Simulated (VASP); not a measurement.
## Ti: single point with r2SCAN

The system is Ti.

```
Ti
1.0
     3.31683    0.00000    0.00000
     0.00000    3.31683    0.00000
     0.00000    0.00000    3.31683
Ti
2
Cartesian
  0.0000 0.0000 0.0000
  1.6584 1.6584 1.6584
```

This cell differs from its parent crystal: equal strain along all axes, cell held: +2.0 %.

```yaml
Program: VASP 6.6.1
Task: single point
Functional: r2SCAN
Potentials_or_basis: VASP PAW PBE potentials, release 64 (Ti_sv)
Cutoff: 520 eV
k_mesh: 16 × 16 × 16
Occupations: gaussian, width 0.1 eV
Spin: no spin polarisation
Dipole_correction: no
Further_INCAR_settings: ALGO = Normal; EDIFF = 1e-06; NBANDS = 19
```

| Quantity | Value |
| --- | --- |
| Pressure | -5.6 GPa |
| Band gap on the k mesh | zero (bands 12 and 13 overlap by 1.74 eV) |

Levels at points of the mesh, in eV from the Fermi level:
```tsv
k point	band 10	band 11	band 12	band 13	band 14	band 15
(0.00, 0.00, 0.00)	-2.09	-2.09	1.09	1.09	1.09	2.76
(0.50, 0.00, 0.00)	-2.88	0.08	0.08	1.34	1.34	1.34
(0.50, 0.50, 0.00)	-2.46	-0.29	-0.29	0.82	0.82	2.76
(0.50, 0.50, 0.50)	-0.65	-0.65	-0.65	-0.65	-0.65	3.15
```

Run time: 11 min on 1 thread of Intel Xeon 8259CL, on a shared host, peak memory 0.23 GiB.

Caveat: the cell differs from its parent crystal (equal strain along all axes, cell held: +2.0 %); the cell stands under tension; the PAW data sets were made with another functional, which shifts forces and pressure a little.
